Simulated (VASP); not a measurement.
Sc: single point with PBEsol

Sc:

```
Sc
1.0
     3.19500    0.00000    0.00000
    -1.59750    2.76695    0.00000
     0.00000    0.00000    5.48900
Sc
2
Cartesian
  0.0000 1.8446 1.3722
  1.5975 0.9223 4.1167
```

```json
{"Program": "VASP 6.6.1", "Task": "single point", "Functional": "PBEsol", "Potentials or basis": "VASP PAW PBE potentials, release 64 (Sc_sv)", "Cutoff": "520 eV", "k mesh": "15 × 15 × 10", "Occupations": "gaussian, width 0.15 eV", "Spin": "no spin polarisation", "Dipole correction": "no", "Further INCAR settings": "ALGO = Fast; EDIFF = 1e-06; NBANDS = 18"}
```

| Item | Value |
| --- | --- |
| Pressure | -1.0 GPa |
| Band gap on the k mesh | zero (band 11 reaches 4.29 eV, above the bottom of band 12 at 3.27 eV) |

Stress tensor (GPa, compression positive):
```
 1.24  0.00  0.00
 0.00  1.24  0.00
 0.00  0.00 -5.47
```

Levels at points of the mesh, in eV from the Fermi level:
| k point | band 8 | band 9 | band 10 | band 11 | band 12 | band 13 | band 14 | band 15 |
| --- | --- | --- | --- | --- | --- | --- | --- | --- |
| (0.00, 0.00, 0.00) | -27.66 | -5.18 | -1.89 | -0.01 | 1.32 | 1.67 | 1.67 | 1.99 |
| (0.00, 0.00, 0.50) | -27.68 | -3.81 | -3.81 | 0.60 | 0.60 | 1.68 | 1.68 | 1.68 |

Wall time 99 s on 1 thread of Intel(R) Xeon(R) Platinum 8488C (Sapphire Rapids), with other jobs on the host, peak memory 0.24 GiB.

Caveat: the PAW data sets were made with another functional, which shifts forces and pressure a little.
